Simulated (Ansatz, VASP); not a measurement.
**P: VASP beside Ansatz**

```
P
1.0
     2.66659    0.00000    0.00000
    -1.33330    2.30933    0.00000
     0.00000    0.00000    2.41111
P
1
Cartesian
  0.0000 0.0000 0.0000
```

Alike in both runs: functional r2SCAN; k mesh 9 × 9 × 8; occupations gaussian, width 0.1 eV; no spin polarisation.

Ansatz relaxed the structure, and its values are those at the end. VASP's run is a single point on that final structure, the one shown.

```csv
,VASP,Ansatz
version,VASP 6.6.1,Ansatz 0.2.0
potentials or method,"VASP PAW PBE potentials, release 64 (P), cutoff 520 eV","scalar-relativistic, plane waves, PAW"
valence electrons in the cell,5,5
```

Ansatz gave:

- gap on the k mesh at the Fermi level (eV): none
- pressure (GPa): 0.0

Estimate VASP's values.

gap on the k mesh at the Fermi level (eV): none; pressure (GPa): -0.3.

VASP's potentials were made for PBE, not for r2SCAN. A gap of «none» marks a metal or a gap that the smearing closes. With one functional, cell and mesh, what is left measures potentials, basis and numerics.
